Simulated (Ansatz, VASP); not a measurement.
One calculation of CdSe, two programs

```xyz
4
Lattice="4.3407 0.0000 0.0000 -2.1704 3.7592 0.0000 0.0000 0.0000 7.0766" Properties=species:S:1:pos:R:3 pbc="T T T"
Cd    0.0000    2.5061   -0.0034
Cd    2.1704    1.2531    3.5350
Se    0.0000    2.5061    2.6571
Se    2.1704    1.2531    6.1954
```

Alike in both runs: task single point; functional r2SCAN; k mesh 12 × 12 × 4; no spin polarisation.

|  | VASP | Ansatz |
| --- | --- | --- |
| version | VASP 6.6.1 | Ansatz 0.2.0 |
| potentials or method | VASP PAW PBE potentials, release 64 (Cd, Se) | plane waves, PAW |
| plane-wave cutoff (eV) | 520 | 500 |
| occupations | gaussian, width 0.01 eV | fixed |
| valence electrons in the cell | 36 | 72 |

VASP gave:

```
gap on the k mesh at the Fermi level (eV) : 1.09
pressure (GPa)                            : 0.2
```

Q: Which values does Ansatz return?

A: gap on the k mesh at the Fermi level (eV): 1.11; pressure (GPa): 0.0.

VASP's potentials were made for PBE, not for r2SCAN. VASP's potentials hold 36 valence electrons a cell and Ansatz's 72, so a difference there can come from the potentials and not from the codes.
